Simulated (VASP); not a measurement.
A run of VASP 6.6.1 is set up as follows.

The input POSCAR:

```
I
1.0
   -2.1168699294      2.1168699294      2.1168699294
    2.1168699294     -2.1168699294      2.1168699294
    2.1168699294      2.1168699294     -2.1168699294
I
1
Direct
    0.0000000000      0.0000000000      0.0000000000
```

The input INCAR.step1:

```
  PREC = Accurate
  ENCUT = 520
  ISMEAR = -1
  SIGMA = 0.01
  LREAL = False
  LASPH = True
  NELM = 100
  NBANDS = 10
  GGA = PE
  ALGO = Normal
  EDIFF = 1E-4
  LWAVE = True
  LCHARG = False
```

Contents of INCAR.step2:

```
  PREC = Accurate
  ENCUT = 520
  EDIFF = 1E-6
  ISMEAR = -1
  SIGMA = 0.01
  LREAL = False
  LASPH = True
  NELM = 100
  ALGO = Normal
  ISIF = 2
  LWAVE = False
  LCHARG = True
  METAGGA = R2SCAN
  LMIXTAU = True
  LELF = True
  LVHAR = True
  NBANDS = 10
  ISTART = 1
```

KPOINTS

```
regular mesh
0
Gamma
  8 8 8
```

Potentials or basis: VASP PAW PBE potentials, release 64 (I).

Run with:

```bash
$ cat potpaw_PBE.64/I/POTCAR > POTCAR
$ cp INCAR.step1 INCAR
$ mpirun -np 1 vasp_std > vasp.out
$ cp INCAR.step2 INCAR
$ mpirun -np 1 vasp_std > vasp.out
```

(1) Predict the pressure.

Results:

(1) -1.1 GPa.

Caveat: the PAW data sets were made with another functional, which shifts forces and pressure a little; an odd number of electrons without spin polarisation forces a metal; a magnetic or distorted state may lie lower.
